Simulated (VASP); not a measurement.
A run of VASP 6.6.1:

Contents of INCAR:

```
PREC = Accurate
ENCUT = 520
EDIFF = 1E-6
ISMEAR = 0
SIGMA = 0.05
LREAL = False
LASPH = True
NELM = 60
ALGO = Normal
ISIF = 2
LWAVE = False
LCHARG = False
GGA = PS
NBANDS = 18
```

Contents of KPOINTS:

```
regular mesh
0
Gamma
  12 12 8
```

POSCAR

```
PtS2
1.0
    3.5690207727      0.0000000001      0.0000000000
   -1.7845103865      3.0908626558      0.0000000000
    0.0000000000      0.0000000000      4.9661541861
Pt S
1 2
Direct
    0.0000000000      0.0000000000      0.0000000000
    0.3333333333      0.6666666667      0.2415551457
    0.6666666667      0.3333333333      0.7584448543
```

Potentials or basis: VASP PAW PBE potentials, release 64 (Pt, S).

The run is started by

```console
$ cat potpaw_PBE.64/Pt/POTCAR potpaw_PBE.64/S/POTCAR > POTCAR
$ mpirun -np 1 vasp_std > vasp.out
```

Hardware: 1 thread of Intel(R) Xeon(R) 6975P-C (Granite Rapids) (shared host).

**Question.** How long does it take, and how much memory?

**Answer.** It took 73 s on 1 thread of Intel(R) Xeon(R) 6975P-C (Granite Rapids) (shared host), peak memory 0.26 GiB. Counts: scf iterations 12, k points 131.
